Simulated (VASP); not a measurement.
A run of VASP 6.6.1 is set up as follows.

Contents of INCAR:

```
SYSTEM = WS2
  PREC = Accurate
  ENCUT = 520
  EDIFF = 1E-7
  ISMEAR = 0
  SIGMA = 0.01
  LREAL = .FALSE.
  LASPH = .TRUE.
  NELM = 60
  ALGO = Normal
  ISIF = 2
  LWAVE = .FALSE.
  LCHARG = .TRUE.
  GGA = PE
  LELF = .TRUE.
  LVHAR = .TRUE.
  NBANDS = 20
```

File KPOINTS:

```
regular mesh
0
G
  6 6 6
  0 0 0
```

The input POSCAR:

```
WS2
1.0
    1.5858866930      0.9156121092      6.2374696033
   -1.5858866930      0.9156121092      6.2374696033
    0.0000000000     -1.8312242183      6.2374696033
W S
1 2
Direct
   -0.0000115684     -0.0000115684     -0.0000115684
    0.4167981707      0.4167981707      0.4167981707
    0.2498800644      0.2498800644      0.2498800644
```

Potentials or basis: VASP PAW PBE potentials, release 64 (W_sv, S).

The run is started by

```bash
$ cat potpaw_PBE.64/W_sv/POTCAR potpaw_PBE.64/S/POTCAR > POTCAR
$ mpirun -np 1 vasp_std > vasp.out
```

Task: Predict the largest force.

Result: 0.203 eV/Å.

Task: What does it give for the pressure?

Result: 3.2 GPa.

Task: Predict the band gap on the k mesh.

Result: 1.09 eV, indirect (least direct gap 1.84 eV).

Forces in eV/Å, atoms in the order of the input:
```
W    0.000  0.000  0.001
S    0.000  0.000  0.202
S    0.000  0.000 -0.203
```

Caveat: spin-orbit coupling is left out, which moves the levels of the heavy elements. Expect the measured gap to be larger: semilocal functionals such as PBE lack the derivative discontinuity.
